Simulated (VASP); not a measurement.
# Sc (P6_3/mmc) in VASP: notebook

Sc is run at these levels: PBE; tasks: single point.

Program: VASP 6.6.1. These are calculated values, not measurements. Logs are shortened: lines on timing, memory, paths and dates and some standing lists are left out, and cuts for length are marked.

### Step 1. The cell of the first run

It takes space group P6_3/mmc (No. 194, hexagonal). Conventional cell: a = 3.309 Å, b = 3.309 Å, c = 5.321 Å, α = 90.00°, β = 90.00°, γ = 120.00°. Within 4.3 Å of Sc (site symmetry -6m2) lie 12 Sc at 3.28 to 3.31 Å.

### Step 2. Single point, PBE (strain +0.0100 x Voigt [0, 0, 1, 0, 0, 0])

INCAR

```
PREC = Accurate
ENCUT = 520
EDIFF = 1E-6
ISMEAR = 0
SIGMA = 0.15
LREAL = F
LASPH = T
NELM = 80
ALGO = Fast
ISIF = 2
LWAVE = F
LCHARG = F
GGA = PE
NBANDS = 18
```

KPOINTS

```
regular mesh
0
Gamma
  18 18 10
```

POSCAR

```
Sc
1.0
    3.3087978973      0.0000000000      0.0000000000
   -1.6543989486      2.8655030350      0.0000000000
    0.0000000000      0.0000000000      5.3206800000
Sc
2
Direct
    0.3333333333      0.6666666667      0.2500000000
    0.6666666667      0.3333333333      0.7500000000
```

Potentials or basis: VASP PAW PBE potentials, release 64 (Sc_sv).

Command:

```
$ cat potpaw_PBE.64/Sc_sv/POTCAR > POTCAR
$ mpirun -np 1 vasp_std > vasp.out
```

OUTCAR:

```text
PREC = Accurate
   ENCUT = 520
   EDIFF = 1E-6
   ISMEAR = 0
   LREAL = F
   LASPH = T
   NELM = 80
   ISIF = 2
   GGA = PE

 ion  position               nearest neighbor table
   1  0.333  0.667  0.250-   2 3.28   2 3.28   2 3.28   2 3.28   2 3.28   2 3.28
   2  0.667  0.333  0.750-   1 3.28   1 3.28   1 3.28   1 3.28   1 3.28   1 3.28

  LATTYP: Found a hexagonal cell.
 ALAT       =     3.3087978973
 C/A-ratio  =     1.6080401902

  Lattice vectors:

 A1 = (   3.3087978973,   0.0000000000,   0.0000000000)
 A2 = (  -1.6543989486,   2.8655030350,   0.0000000000)
 A3 = (   0.0000000000,   0.0000000000,   5.3206800000)

Analysis of symmetry for initial positions (statically):
=====================================================================
 Subroutine PRICEL returns:
 Original cell was already a primitive cell.

 Routine SETGRP: Setting up the symmetry group for a
 hexagonal supercell.

 Subroutine GETGRP returns: Found 24 space group operations
 (whereof 12 operations were pure point group operations)
 out of a pool of 24 trial point group operations.

The static configuration has the point symmetry D_3d.
 The point group associated with its full space group is D_6h.

Analysis of symmetry for dynamics (positions and initial velocities):
=====================================================================
 Subroutine PRICEL returns:
 Original cell was already a primitive cell.

 Routine SETGRP: Setting up the symmetry group for a
 hexagonal supercell.

 Subroutine GETGRP returns: Found 24 space group operations
 (whereof 12 operations were pure point group operations)
 out of a pool of 24 trial point group operations.

The dynamic configuration has the point symmetry D_3d.
 The point group associated with its full space group is D_6h.

 Subroutine INISYM returns: Found 24 space group operations
 (whereof 12 operations are pure point group operations),
 and found     1 'primitive' translations

----------------------------------------------------------------------------------------

                                     Primitive cell

  volume of cell :      50.4473

  direct lattice vectors                    reciprocal lattice vectors
     3.308797897  0.000000000  0.000000000     0.302224563  0.174489433  0.000000000
    -1.654398949  2.865503035  0.000000000     0.000000000  0.348978866  0.000000000
     0.000000000  0.000000000  5.320680000     0.000000000  0.000000000  0.187945902

  length of vectors
     3.308797897  3.308797897  5.320680000     0.348978866  0.348978866  0.187945902

  position of ions in fractional coordinates (direct lattice)
     0.333333333  0.666666667  0.250000000
     0.666666667  0.333333333  0.750000000

  ion indices of the primitive-cell ions
   primitive index   ion index
                 1           1
                 2           2

----------------------------------------------------------------------------------------

 KPOINTS: regular mesh

Automatic generation of k-mesh.
 Grid dimensions read from file:
 generate k-points for:   18   18   10

 Generating k-lattice:

  Cartesian coordinates                     Fractional coordinates (reciprocal lattice)
     0.016790254  0.009693857  0.000000000     0.055555556  0.000000000  0.000000000
     0.000000000  0.019387715  0.000000000     0.000000000  0.055555556  0.000000000
     0.000000000  0.000000000  0.018794590     0.000000000  0.000000000  0.100000000

  Length of vectors
     0.019387715  0.019387715  0.018794590

  Shift w.r.t. Gamma in fractional coordinates (k-lattice)
     0.000000000  0.000000000  0.000000000

 Subroutine IBZKPT returns following result:
 ===========================================

 Found    222 irreducible k-points:

 Following reciprocal coordinates:
            Coordinates               Weight
  0.000000  0.000000  0.000000      1.000000
  0.055556  0.000000  0.000000      6.000000
  0.111111  0.000000  0.000000      6.000000
  0.166667  0.000000  0.000000      6.000000
  0.222222  0.000000  0.000000      6.000000
  0.277778  0.000000  0.000000      6.000000
[... 16 lines left out ...]
  0.333333  0.111111  0.000000     12.000000
  0.388889  0.111111  0.000000     12.000000
 [... further k-points ...]
   k-points           NKPTS =    222   k-points in BZ     NKDIM =    222   number of bands    NBANDS=     18
   number of dos      NEDOS =    301   number of ions     NIONS =      2
   total plane-waves  NPLWV =  31360
   dimension x,y,z NGX =    28 NGY =   28 NGZ =   40
   dimension x,y,z NGXF=    56 NGYF=   56 NGZF=   80
   ions per type =               2
   NGX,Y,Z   is equivalent  to a cutoff of  14.07, 14.07, 12.50 a.u.
   NGXF,Y,Z  is equivalent  to a cutoff of  28.14, 28.14, 25.00 a.u.
 SYSTEM =  unknown system
   PREC   = accura    normal or accurate (medium, high low for compatibility)
   ISTART =      0    job   : 0-new  1-cont  2-samecut
   ICHARG =      2    charge: 1-file 2-atom 10-const
   ISPIN  =      1    spin polarized calculation?
   LNONCOLLINEAR =      F non collinear calculations
   LSORBIT =      F    spin-orbit coupling
   LASPH  =      T    aspherical Exc in radial PAW
   ENCUT  =  520.0 eV  38.22 Ry    6.18 a.u.   6.15  6.15  9.89*2*pi/ulx,y,z
   NELM   =     80;   NELMIN=  2; NELMDL= -5     # of ELM steps
   EDIFF  = 0.1E-05   stopping-criterion for ELM
   LREAL  =      F    real-space projection
   EDIFFG = 0.1E-04   stopping-criterion for IOM
   NSW    =      0    number of steps for IOM
   IBRION =     -1    ionic relax: 0-MD 1-quasi-New 2-CG
   NFREE  =      0    steps in history (QN), initial steepest desc. (CG)
   ISIF   =      2    stress and relaxation
   ISYM   =      2    0-nonsym 1-usesym 2-fastsym
   POTIM  = 0.5000    time-step for ionic-motion
   TEBEG  =    0.0;   TEEND  =   0.0 temperature during run
   PSTRESS=    0.0 pullay stress
   NELECT =      22.0000    total number of electrons
   NUPDOWN=      -1.0000    fix difference up-down
   EMIN   =  10.00;   EMAX   =-10.00  energy-range for DOS
   EFERMI =   0.00;   METHOD = LEGACY
   ISMEAR =     0;   SIGMA  =   0.15  broadening in eV -4-tet -1-fermi 0-gaus
   EFERMI_NEDOS =   21; number of points for ismear=-14 and -15
   IALGO  =     68    algorithm
   IMIX   =      4    mixing-type and parameters
     AMIX     =   0.40;   BMIX     =  1.00
     AMIX_MAG =   1.60;   BMIX_MAG =  1.00
  volume/ion in A,a.u.               =      25.22       170.22
  Fermi-wavevector in a.u.,A,eV,Ry     =   1.241470  2.346039 20.969956  1.541248
  Thomas-Fermi vector in A             =   2.375867
   LORBIT       =      0    0 simple, 1 ext, 2 COOP (PROOUT), +10 PAW based schemes
   GGA     = PE    functional components
   LHFCALC =     F    Hartree Fock is set to
   AEXX    =    0.0000 exact exchange contribution
   IVDW    =     0    specifies the selected vdW correction
   LEPSILON=     F    determine dielectric tensor
   LRPA    =     F    only Hartree local field effects (RPA)
 non-spin polarized calculation
 RMM-DIIS sequential band-by-band and
 Gauss-broadening in eV      SIGMA  =   0.15
  energy-cutoff  :      520.00
  volume of cell :       50.45
 maximum number of plane-waves:      1387
 NGX is ok and might be reduce to    28
   NGX = 13   NGY = 13   NGZ = 19

 number of electron      22.0000004 magnetization

 Free energy of the ion-electron system (eV)
  ---------------------------------------------------
  ext. energy  EPLUGINS =         0.00000000
  ---------------------------------------------------
  free energy    TOTEN  =       -12.51059778 eV

  energy without entropy =      -12.46052915  energy(sigma->0) =      -12.48556347

 E-fermi :   3.5510     XC(G=0):  -9.7862

 val. band max:        3.5509449553   @ k =   0.2222   0.1667   0.0000
 cond. band min:       3.5527358820   @ k =   0.4444   0.1111   0.4000
 fundamental gap:      0.0017909267
 Fermi energy:         3.5509875475

 k-point     1 :       0.0000    0.0000    0.0000
  band No.  band energies     occupation
      1     -45.9327      2.00000
      2     -45.8760      2.00000
      3     -24.7271      2.00000
      4     -24.4146      2.00000
      5     -24.4146      2.00000
      6     -24.3624      2.00000
[... 10 lines left out ...]
     17       5.9231      0.00000
     18       5.9236      0.00000

 k-point     2 :       0.0556    0.0000    0.0000
  band No.  band energies     occupation
      1     -45.9313      2.00000
      2     -45.8754      2.00000
      3     -24.7234      2.00000
      4     -24.4225      2.00000
      5     -24.4172      2.00000
      6     -24.3706      2.00000
[... 10 lines left out ...]
     17       5.8629      0.00000
     18       5.8820      0.00000

 k-point     3 :       0.1111    0.0000    0.0000
  band No.  band energies     occupation
      1     -45.9273      2.00000
      2     -45.8737      2.00000
      3     -24.7126      2.00000
      4     -24.4453      2.00000
      5     -24.4245      2.00000
      6     -24.3942      2.00000
[... 10 lines left out ...]
     17       5.7181      0.00000
     18       5.7723      0.00000

 k-point     4 :       0.1667    0.0000    0.0000
  band No.  band energies     occupation
      1     -45.9211      2.00000
      2     -45.8711      2.00000
      3     -24.6954      2.00000
      4     -24.4804      2.00000
      5     -24.4355      2.00000
      6     -24.4298      2.00000
[... 375 lines left out ...]
      4     -24.6093      2.00000
      5     -24.5664      2.00000
      6     -24.4821      2.00000
[... 10 lines left out ...]
     17       6.7637      0.00000
     18       7.1140      0.00000

 k-point    23 :       0.3333    0.1111    0.0000
  band No.  band energies     occupation
      1     -45.8860      2.00000
      2     -45.8619      2.00000
      3     -24.6426      2.00000
      4     -24.5900      2.00000
      5     -24.5847      2.00000
      6     -24.4976      2.00000
[... 10 lines left out ...]
     17       7.0731      0.00000
     18       7.3606      0.00000

 k-point    24 :       0.3889    0.1111    0.0000
  band No.  band energies     occupation
      1     -45.8806      2.00000
      2     -45.8620      2.00000
      3     -24.6642      2.00000
      4     -24.6054      2.00000
      5     -24.5635      2.00000
      6     -24.5076      2.00000
[... 10 lines left out ...]
     17       7.2542      0.00000
     18       7.4968      0.00000

 [... further k-points ...]

------------------------ aborting loop because EDIFF is reached ----------------------------------------

  FORCE on cell =-STRESS in cart. coord.  units (eV):
  Direction    XX          YY          ZZ          XY          YZ          ZX
  --------------------------------------------------------------------------------------
  -------------------------------------------------------------------------------------
  Total       -0.1016077     -0.1016077     -0.7877783     -0.0000000      0.0000000      0.0000000
  in kB       -3.2269989     -3.2269989    -25.0193691     -0.0000000      0.0000000      0.0000000
  external PRESSURE =     -10.4911223 kB  Pullay stress =       0.0000000 kB

 VOLUME and BASIS-vectors are now :
 -----------------------------------------------------------------------------
  energy-cutoff  :      520.00
  volume of cell :       50.45
      direct lattice vectors                 reciprocal lattice vectors
     3.308797897  0.000000000  0.000000000     0.302224563  0.174489433  0.000000000
    -1.654398949  2.865503035  0.000000000     0.000000000  0.348978866  0.000000000
     0.000000000  0.000000000  5.320680000     0.000000000  0.000000000  0.187945902

 POSITION                                       TOTAL-FORCE (eV/Angst)
 -----------------------------------------------------------------------------------
     -0.00000      1.91034      1.33017         0.000000     -0.000000      0.000000
      1.65440      0.95517      3.99051         0.000000      0.000000      0.000000
 -----------------------------------------------------------------------------------
    total drift:                                0.000000     -0.000000      0.000000

  FREE ENERGIE OF THE ION-ELECTRON SYSTEM (eV)
  ---------------------------------------------------
  free  energy   TOTEN  =       -12.5105977814 eV

  energy  without entropy=      -12.4605291496  energy(sigma->0) =      -12.48556347
```

It took 4.8 min on 1 thread of Intel Xeon Platinum 8375C at 2.90GHz (Ice Lake), shared host; peak memory 0.29 GiB.

Results:

```yaml
Free_energy: -12.5106 eV
Pressure: -1.0 GPa
Band_gap_on_the_k_mesh: zero (bands 11 and 12 overlap by 1.29 eV)
```

Levels at points of the mesh, in eV from the Fermi level:
```
           k point  band 7  band 8  band 9  band 10  band 11  band 12  band 13  band 14  band 15  band 16
(0.00, 0.00, 0.00)  -27.91  -27.90   -5.09    -1.67     0.34     1.59     1.59     1.64     1.98     1.98
(0.50, 0.00, 0.00)  -27.99  -27.96   -1.57    -1.02    -0.68    -0.28     1.16     1.43     1.70     3.71
(0.00, 0.00, 0.50)  -27.94  -27.94   -3.64    -3.64     0.85     0.85     1.54     1.54     1.54     1.54
(0.50, 0.00, 0.50)  -28.00  -28.00   -1.44    -1.44     0.03     0.03     1.22     1.22     2.38     2.38
```

Caveat: the cell differs from its parent crystal (strain +0.0100 x Voigt [0, 0, 1, 0, 0, 0]).

[end of part 1 of 2]
